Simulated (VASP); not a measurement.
Wanted: the native input for a VASP 6.6.1 run.

- Task: single point
- Functional: PBEsol
- Potentials or basis: VASP PAW PBE potentials, release 64 (Zn, Se)
- Cutoff: 520 eV
- k mesh: 2 × 2 × 2, shifted
- Occupations: gaussian, width 0.01 eV
- Spin: no spin polarisation
- Dipole correction: no
- Further INCAR settings: LREAL = Auto; ALGO = Normal; EDIFF = 1e-06; NBANDS = 166

The structure of ZnSe lies in POSCAR:

```
ZnSe
1.0
   -5.6332473651     -5.6332473651      5.6332473651
    5.6332473651     -5.6332473651     -5.6332473651
    5.6332473651      5.6332473651      5.6332473651
Zn Se
16 16
Direct
    0.2500000000      0.5000000000      0.2500000000
    0.0000000000      0.5000000000      0.5000000000
    0.5000000000      0.2500000000      0.2500000000
    0.2500000000      0.2500000000      0.5000000000
    0.0000000000      0.2500000000      0.7500000000
    0.7500000000      0.5000000000      0.7500000000
    0.5000000000      0.5000000000      0.0000000000
    1.0000000000      0.7500000000      0.2500000000
    0.7500000000      0.0000000000      0.2500000000
    0.5000000000      0.0000000000      0.5000000000
    0.2500000000      0.0000000000      0.7500000000
    0.0000000000      0.0000000000      0.0000000000
    0.7500000000      0.2500000000      0.0000000000
    0.7500000000      0.7500000000      0.5000000000
    0.5000000000      0.7500000000      0.7500000000
    0.2500000000      0.7500000000      0.0000000000
    0.2500000000      0.7500000000      0.2500000000
    0.0000000000      0.7500000000      0.5000000000
    0.5000000000      0.5000000000      0.2500000000
    0.2500000000      0.5000000000      0.5000000000
    0.0000000000      0.5000000000      0.7500000000
    0.7500000000      0.7500000000      0.7500000000
    0.5000000000      0.7500000000      0.0000000000
    0.0000000000      0.0000000000      0.2500000000
    0.7500000000      0.2500000000      0.2500000000
    0.5000000000      0.2500000000      0.5000000000
    0.2500000000      0.2500000000      0.7500000000
    0.0000000000      0.2500000000      0.0000000000
    0.7500000000      0.5000000000      0.0000000000
    0.7500000000      0.0000000000      0.5000000000
    0.5000000000      0.0000000000      0.7500000000
    0.2500000000      0.0000000000      0.0000000000
```

One way to write it, as run:

INCAR

```
SYSTEM = ZnSe
PREC = Accurate
ENCUT = 520
EDIFF = 1E-6
ISMEAR = 0
SIGMA = 0.01
LREAL = Auto
LASPH = .TRUE.
NELM = 60
ALGO = Normal
ISIF = 2
LWAVE = .FALSE.
LCHARG = .TRUE.
GGA = PS
LELF = .TRUE.
LVHAR = .TRUE.
NBANDS = 166
LUSENCCL = .FALSE.
```

KPOINTS

```
Automatic mesh
0
Gamma
  2 2 2
  0.5 0.5 0.5
```

Potentials or basis: VASP PAW PBE potentials, release 64 (Zn, Se).

Launch:

```bash
$ cat potpaw_PBE.64/Zn/POTCAR potpaw_PBE.64/Se/POTCAR > POTCAR
$ mpirun -np 1 vasp_std > vasp.out
```

Results of the run:

The pressure is 0.3 GPa and the band gap on the k mesh is 3.15 eV.

Caveat: the PAW data sets were made with another functional, which shifts forces and pressure a little; a shifted mesh leaves out Γ, where band edges can lie.

Wall time 82 s on 1 × NVIDIA H100 80GB with 1 thread of AMD EPYC 7R13 Processor (Zen 3), with other jobs on the host, peak memory 1.8 GiB.
